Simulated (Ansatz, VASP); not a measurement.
One calculation of Ga4AsP3, two programs

The input INCAR:

```
ALGO = Normal
EDIFF = 1E-6
ENCUT = 520
GGA = PE
ISIF = 2
ISMEAR = -1
LASPH = T
LCHARG = T
LELF = T
LREAL = F
LVHAR = T
LWAVE = F
NBANDS = 46
NELM = 80
PREC = Accurate
SIGMA = 0.02
```

The input KPOINTS:

```
k-points
0
Gamma
  6 6 6
```

File POSCAR:

```
Ga4AsP3
1.0
   -2.7519796841      2.7519796841      5.5028866002
    2.7519796841     -2.7519796841      5.5028866002
    2.7519796841      2.7519796841     -5.5028866002
P Ga As
3 4 1
Direct
    0.2500000000      0.7500000000      0.5000000000
    0.5000000000      0.5000000000      0.0000000000
    0.7500000000      0.2500000000      0.5000000000
    0.8711420424      0.3830860113      0.0000000000
    0.1288579576      0.1288579576      0.5119439690
    0.3830860113      0.8711420424      0.0000000000
    0.6169139887      0.6169139887      0.4880560310
    0.0000000000      0.0000000000      0.0000000000
```

Input for Ansatz:

```yaml
crystal:
  lattice:
    - [-2.7519796841, 2.7519796841, 5.5028866002]
    - [2.7519796841, -2.7519796841, 5.5028866002]
    - [2.7519796841, 2.7519796841, -5.5028866002]
  atoms:
    - { symbol: P, position: [0.25, 0.75, 0.5] }
    - { symbol: Ga, position: [0.8711420424, 0.3830860113, 0.0] }
    - { symbol: P, position: [0.5, 0.5, 0.0] }
    - { symbol: Ga, position: [0.1288579576, 0.1288579576, 0.511943969] }
    - { symbol: P, position: [0.75, 0.25, 0.5] }
    - { symbol: Ga, position: [0.3830860113, 0.8711420424, 0.0] }
    - { symbol: As, position: [0.0, 0.0, 0.0] }
    - { symbol: Ga, position: [0.6169139887, 0.6169139887, 0.488056031] }
kpoints:
  mp_grid: { grid: [6, 6, 6] }
  band_path:
    path:
      - [[0.0, 0.0, 0.0], [9.882652609051e-18, -9.882652609051e-18, 0.5], [0.25, 0.25, 0.25], [-2.410835002855e-17, 0.5, 2.410835002855e-17], [0.0, 0.0, 0.0], [0.5, 0.5, -0.5], [0.3125243706754, 0.6874756293246, -0.3125243706754]]
      - [[-0.3125243706754, 0.3125243706754, 0.3125243706754], [0.0, 0.0, 0.0]]
      - [[9.882652609051e-18, -9.882652609051e-18, 0.5], [-0.1250487413509, 0.1250487413509, 0.5]]
      - [[0.5, 0.5, -0.1250487413509], [0.5, 0.5, -0.5]]
    npoints: 10
hamiltonian:
  xc: pbe
scf:
  occupations: { method: fermi_dirac, width: 0.02 }
  n_extra_bands: 6
output:
  forces: true
  stress: true
  eigenvalues: true
```

Alike in both runs: task single point; functional PBE; k mesh 6 × 6 × 6; occupations fermi-dirac, width 0.02 eV; no spin polarisation.

```csv
,VASP,Ansatz
version,VASP 6.6.1,Ansatz 0.2.0
potentials or method,"VASP PAW PBE potentials, release 64 (P, Ga_d, As)","plane waves, PAW"
plane-wave cutoff (eV),520,420
valence electrons in the cell,72,82
```

VASP gave:

```
gap on the k mesh at the Fermi level (eV) : 1.45
pressure (GPa)                            : 2.6
rms of the force components (eV/Å)        : 0.025
```

Question: Which values does Ansatz return?

Answer: gap on the k mesh at the Fermi level (eV): 1.45; pressure (GPa): 2.6; rms of the force components (eV/Å): 0.018.

The functional is the same, so the differences come from potentials, cutoffs and numerics. VASP's potentials hold 72 valence electrons a cell and Ansatz's 82, so a difference there can come from the potentials and not from the codes.
